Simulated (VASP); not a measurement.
# Sn (I4_1/amd) in VASP: relaxation of cell and atoms with PBE

Aim: the relaxation of cell and atoms of Sn with PBE.

Everything below comes from runs of VASP 6.6.1. Logs are shortened: lines on timing, memory, paths and dates and some standing lists are left out, and cuts for length are marked.

### 1 The cell of the first run

Symmetry: I4_1/amd, No. 141, tetragonal system. The conventional cell has a = 5.789 Å, b = 5.789 Å, c = 3.142 Å, α = 90.00°, β = 90.00°, γ = 90.00°. Sn (site symmetry -4m2) has 10 Sn at 3.00 to 3.73 Å within 3.9 Å.

### 2 Relaxation of cell and atoms, PBE, target pressure 4.4 GPa, at which the enthalpy is minimised

INCAR

```
PREC = Accurate ; ENCUT = 600
EDIFF = 1E-6 ; ISMEAR = -1
SIGMA = 0.1 ; LREAL = False
LASPH = True ; NELM = 60
ALGO = Normal ; ISIF = 3
LWAVE = False ; LCHARG = False
GGA = PE ; IBRION = 2
NSW = 32 ; EDIFFG = -0.005
PSTRESS = 44.0
```

KPOINTS

```
regular mesh
0
Gamma
  14 14 14
```

POSCAR

```
Sn
1.0
   -2.8945882038      2.8945882038      1.5710109884
    2.8945882038     -2.8945882038      1.5710109884
    2.8945882038      2.8945882038     -1.5710109884
Sn
2
Direct
   -0.3750000000     -0.1250000000     -0.2500000000
    0.3750000000      0.1250000000      0.2500000000
```

Potentials or basis: VASP PAW PBE potentials, release 64 (Sn_d).

The run is started by

```sh
$ cat potpaw_PBE.64/Sn_d/POTCAR > POTCAR
$ mpirun -np 1 vasp_std > vasp.out
```

OUTCAR:

```text
PREC = Accurate
   ENCUT = 600
   EDIFF = 1E-6
   ISMEAR = -1
   LREAL = False
   LASPH = True
   NELM = 60
   ISIF = 3
   GGA = PE
   IBRION = 2
   NSW = 32
   EDIFFG = -0.005
   PSTRESS = 44.0

 ion  position               nearest neighbor table
   1  0.625  0.875  0.750-   2 3.00   2 3.00   2 3.00   2 3.00   2 3.73   2 3.73   2 3.73   2 3.73

   2  0.375  0.125  0.250-   1 3.00   1 3.00   1 3.00   1 3.00   1 3.73   1 3.73   1 3.73   1 3.73

  LATTYP: Found a body centered tetragonal cell.
 ALAT       =     5.7891764076
 C/A-ratio  =     0.5427407554

  Lattice vectors:

 A1 = (  -2.8945882038,   2.8945882038,   1.5710109884)
 A2 = (   2.8945882038,  -2.8945882038,   1.5710109884)
 A3 = (   2.8945882038,   2.8945882038,  -1.5710109884)

Analysis of symmetry for initial positions (statically):
=====================================================================
 Subroutine PRICEL returns:
 Original cell was already a primitive cell.

 Routine SETGRP: Setting up the symmetry group for a
 body centered tetragonal supercell.

 Subroutine GETGRP returns: Found 16 space group operations
 (whereof  4 operations were pure point group operations)
 out of a pool of 16 trial point group operations.

The static configuration has the point symmetry C_2h.
 The point group associated with its full space group is D_4h.

Analysis of symmetry for dynamics (positions and initial velocities):
=====================================================================
 Subroutine PRICEL returns:
 Original cell was already a primitive cell.

 Routine SETGRP: Setting up the symmetry group for a
 body centered tetragonal supercell.

 Subroutine GETGRP returns: Found 16 space group operations
 (whereof  4 operations were pure point group operations)
 out of a pool of 16 trial point group operations.

The dynamic configuration has the point symmetry C_2h.
 The point group associated with its full space group is D_4h.

 Subroutine INISYM returns: Found 16 space group operations
 (whereof  4 operations are pure point group operations),
 and found     1 'primitive' translations

----------------------------------------------------------------------------------------

                                     Primitive cell

  volume of cell :      52.6517

  direct lattice vectors                    reciprocal lattice vectors
    -2.894588204  2.894588204  1.571010988     0.000000000  0.172736142  0.318266393
     2.894588204 -2.894588204  1.571010988     0.172736142  0.000000000  0.318266393
     2.894588204  2.894588204 -1.571010988     0.172736142  0.172736142  0.000000000

  length of vectors
     4.384672994  4.384672994  4.384672994     0.362120521  0.362120521  0.244285795

  position of ions in fractional coordinates (direct lattice)
     0.625000000  0.875000000  0.750000000
     0.375000000  0.125000000  0.250000000

  ion indices of the primitive-cell ions
   primitive index   ion index
                 1           1
                 2           2

----------------------------------------------------------------------------------------

 KPOINTS: regular mesh

Automatic generation of k-mesh.
 Grid dimensions read from file:
 generate k-points for:   14   14   14

 Generating k-lattice:

  Cartesian coordinates                     Fractional coordinates (reciprocal lattice)
     0.000000000  0.012338296  0.022733314     0.071428571  0.000000000 -0.000000000
     0.012338296  0.000000000  0.022733314     0.000000000  0.071428571 -0.000000000
     0.012338296  0.012338296  0.000000000     0.000000000  0.000000000  0.071428571

  Length of vectors
     0.025865751  0.025865751  0.017448985

  Shift w.r.t. Gamma in fractional coordinates (k-lattice)
     0.000000000  0.000000000  0.000000000

 Subroutine IBZKPT returns following result:
 ===========================================

 Found    244 irreducible k-points:

 Following reciprocal coordinates:
            Coordinates               Weight
  0.000000  0.000000  0.000000      1.000000
  0.071429  0.000000  0.000000      8.000000
  0.142857 -0.000000  0.000000      8.000000
  0.214286 -0.000000  0.000000      8.000000
  0.285714  0.000000  0.000000      8.000000
  0.357143 -0.000000  0.000000      8.000000
[... 16 lines left out ...]
  0.214286  0.142857  0.000000     16.000000
  0.285714  0.142857  0.000000     16.000000
 [... further k-points ...]
   k-points           NKPTS =    244   k-points in BZ     NKDIM =    244   number of bands    NBANDS=     18
   number of dos      NEDOS =    301   number of ions     NIONS =      2
   total plane-waves  NPLWV =  46656
   dimension x,y,z NGX =    36 NGY =   36 NGZ =   36
   dimension x,y,z NGXF=    72 NGYF=   72 NGZF=   72
   ions per type =               2
   NGX,Y,Z   is equivalent  to a cutoff of  13.65, 13.65, 13.65 a.u.
   NGXF,Y,Z  is equivalent  to a cutoff of  27.30, 27.30, 27.30 a.u.
 SYSTEM =  unknown system
   PREC   = accura    normal or accurate (medium, high low for compatibility)
   ISTART =      0    job   : 0-new  1-cont  2-samecut
   ICHARG =      2    charge: 1-file 2-atom 10-const
   ISPIN  =      1    spin polarized calculation?
   LNONCOLLINEAR =      F non collinear calculations
   LSORBIT =      F    spin-orbit coupling
   LASPH  =      T    aspherical Exc in radial PAW
   ENCUT  =  600.0 eV  44.10 Ry    6.64 a.u.   8.76  8.76  8.76*2*pi/ulx,y,z
   NELM   =     60;   NELMIN=  2; NELMDL= -5     # of ELM steps
   EDIFF  = 0.1E-05   stopping-criterion for ELM
   LREAL  =      F    real-space projection
   EDIFFG = -.5E-02   stopping-criterion for IOM
   NSW    =     32    number of steps for IOM
   IBRION =      2    ionic relax: 0-MD 1-quasi-New 2-CG
   NFREE  =      1    steps in history (QN), initial steepest desc. (CG)
   ISIF   =      3    stress and relaxation
   ISYM   =      2    0-nonsym 1-usesym 2-fastsym
   POTIM  = 0.5000    time-step for ionic-motion
   TEBEG  =    0.0;   TEEND  =   0.0 temperature during run
   PSTRESS=   44.0 pullay stress
   NELECT =      28.0000    total number of electrons
   NUPDOWN=      -1.0000    fix difference up-down
   EMIN   =  10.00;   EMAX   =-10.00  energy-range for DOS
   EFERMI =   0.00;   METHOD = LEGACY
   ISMEAR =    -1;   SIGMA  =   0.10  broadening in eV -4-tet -1-fermi 0-gaus
   EFERMI_NEDOS =   21; number of points for ismear=-14 and -15
   IALGO  =     38    algorithm
   IMIX   =      4    mixing-type and parameters
     AMIX     =   0.40;   BMIX     =  1.00
     AMIX_MAG =   1.60;   BMIX_MAG =  1.00
  volume/ion in A,a.u.               =      26.33       177.66
  Fermi-wavevector in a.u.,A,eV,Ry     =   1.326345  2.506429 23.935256  1.759192
  Thomas-Fermi vector in A             =   2.455739
   LORBIT       =      0    0 simple, 1 ext, 2 COOP (PROOUT), +10 PAW based schemes
   GGA     = PE    functional components
   LHFCALC =     F    Hartree Fock is set to
   AEXX    =    0.0000 exact exchange contribution
   IVDW    =     0    specifies the selected vdW correction
   LEPSILON=     F    determine dielectric tensor
   LRPA    =     F    only Hartree local field effects (RPA)
 conjugate gradient relaxation of ions
 non-spin polarized calculation
  energy-cutoff  :      600.00
  volume of cell :       52.65
 maximum number of plane-waves:      1777
   NGX = 17   NGY = 17   NGZ = 17

 number of electron      28.0000012 magnetization

 Free energy of the ion-electron system (eV)
  ---------------------------------------------------
  ext. energy  EPLUGINS =         0.00000000
  ---------------------------------------------------
  free energy    TOTEN  =        -7.57111326 eV

  energy without entropy =       -7.53875766  energy(sigma->0) =       -7.55493546

 E-fermi :   8.3473     XC(G=0): -10.4490

 val. band max:        8.3426601400   @ k =   0.5000   0.4286   0.0000
 cond. band min:       8.3492284030   @ k =  -0.1429   0.5000   0.1429
 fundamental gap:      0.0065682631
 Fermi energy:         8.3473233450

 k-point     1 :       0.0000    0.0000    0.0000
  band No.  band energies     occupation
      1     -13.3476      2.00000
      2     -13.2574      2.00000
      3     -13.2126      2.00000
      4     -13.1996      2.00000
      5     -13.0307      2.00000
      6     -13.0307      2.00000
[... 10 lines left out ...]
     17      14.7076      0.00000
     18      15.4739      0.00000

 k-point     2 :       0.0714    0.0000    0.0000
  band No.  band energies     occupation
      1     -13.3441      2.00000
      2     -13.2459      2.00000
      3     -13.2085      2.00000
      4     -13.1859      2.00000
      5     -13.0394      2.00000
      6     -13.0384      2.00000
[... 10 lines left out ...]
     17      14.6198      0.00000
     18      14.7203      0.00000

 k-point     3 :       0.1429   -0.0000    0.0000
  band No.  band energies     occupation
      1     -13.3336      2.00000
      2     -13.2149      2.00000
      3     -13.1968      2.00000
      4     -13.1515      2.00000
      5     -13.0590      2.00000
      6     -13.0492      2.00000
[... 10 lines left out ...]
     17      12.9595      0.00000
     18      13.8491      0.00000

 k-point     4 :       0.2143   -0.0000    0.0000
  band No.  band energies     occupation
      1     -13.3173      2.00000
      2     -13.1802      2.00000
      3     -13.1767      2.00000
      4     -13.1203      2.00000
      5     -13.0829      2.00000
      6     -13.0460      2.00000
[... 375 lines left out ...]
      4     -13.1023      2.00000
      5     -13.0839      2.00000
      6     -13.0725      2.00000
[... 10 lines left out ...]
     17      12.5797      0.00000
     18      12.7905      0.00000

 k-point    23 :       0.2143    0.1429    0.0000
  band No.  band energies     occupation
      1     -13.2972      2.00000
      2     -13.1615      2.00000
      3     -13.1534      2.00000
      4     -13.1072      2.00000
      5     -13.1014      2.00000
      6     -13.0844      2.00000
[... 10 lines left out ...]
     17      11.8442      0.00000
     18      12.2632      0.00000

 k-point    24 :       0.2857    0.1429    0.0000
  band No.  band energies     occupation
      1     -13.2861      2.00000
      2     -13.1741      2.00000
      3     -13.1414      2.00000
      4     -13.1320      2.00000
      5     -13.0959      2.00000
      6     -13.0916      2.00000
[... 10 lines left out ...]
     17      11.2778      0.00000
     18      12.5111      0.00000

 [... further k-points ...]
[... 5 lines left out ...]
  --------------------------------------------------------------------------------------
  -------------------------------------------------------------------------------------
  Total        1.4361486      1.4361486      1.4378861      0.0000000     -0.0000000      0.0000000
  in kB       43.7015823     43.7015823     43.7544549      0.0000000     -0.0000000      0.0000000
  external PRESSURE =      -0.2807935 kB  Pullay stress =      44.0000000 kB

 VOLUME and BASIS-vectors are now :
 -----------------------------------------------------------------------------
  energy-cutoff  :      600.00
  volume of cell :       52.65
      direct lattice vectors                 reciprocal lattice vectors
    -2.894588204  2.894588204  1.571010988     0.000000000  0.172736142  0.318266393
     2.894588204 -2.894588204  1.571010988     0.172736142  0.000000000  0.318266393
     2.894588204  2.894588204 -1.571010988     0.172736142  0.172736142  0.000000000

 POSITION                                       TOTAL-FORCE (eV/Angst)
 -----------------------------------------------------------------------------------
      2.89459      1.44729      1.17826         0.000000      0.000000     -0.000000
     -0.00000      1.44729      0.39275        -0.000000     -0.000000      0.000000
 -----------------------------------------------------------------------------------
    total drift:                               -0.000000     -0.000000      0.000000

  FREE ENERGIE OF THE ION-ELECTRON SYSTEM (eV)
  ---------------------------------------------------
  free  energy   TOTEN  =        -7.5711132643 eV

  energy  without entropy=       -7.5387576596  energy(sigma->0) =       -7.55493546

  enthalpy is  TOTEN    =        -6.1251579094 eV   P V=        1.4459553549

 reached required accuracy - stopping structural energy minimisation
```

It took 2 min on 1 thread of Intel Xeon Platinum 8559C (Emerald Rapids), shared host; peak memory 0.38 GiB.

What came out:

- Free energy: -7.5711 eV
- Pressure after relaxing: 4.4 GPa
- Band gap on the k mesh: zero (band 14 reaches 9.86 eV, above the bottom of band 15 at 5.68 eV)

Final structure:
```
Sn
1.0
    -2.89459    2.89459    1.57101
     2.89459   -2.89459    1.57101
     2.89459    2.89459   -1.57101
Sn
2
Direct
  0.62500 0.87500 0.75000
  0.37500 0.12500 0.25000
```

Levels at points of the mesh, in eV from the Fermi level:
| k point | band 10 | band 11 | band 12 | band 13 | band 14 | band 15 | band 16 | band 17 | band 18 |
| --- | --- | --- | --- | --- | --- | --- | --- | --- | --- |
| (0.00, 0.00, 0.00) | -21.16 | -11.35 | -3.57 | -2.07 | -2.07 | 2.92 | 6.36 | 6.36 | 7.13 |
| (0.50, 0.00, 0.00) | -21.22 | -6.95 | -5.48 | -2.28 | -1.78 | -1.17 | 2.23 | 2.93 | 4.84 |
| (0.50, 0.50, 0.00) | -21.29 | -9.06 | -9.06 | 0.58 | 0.58 | 1.62 | 1.62 | 6.22 | 6.22 |
| (0.50, 0.50, 0.50) | -21.36 | -7.64 | -7.64 | -4.98 | -4.98 | 5.22 | 5.22 | 9.66 | 9.66 |

Caveat: the relaxation stopped at its first step, so nothing moved; the cell is relaxed towards a set pressure, so the enthalpy falls and the energy may rise; spin-orbit coupling is left out, which moves the levels of the heavy elements.
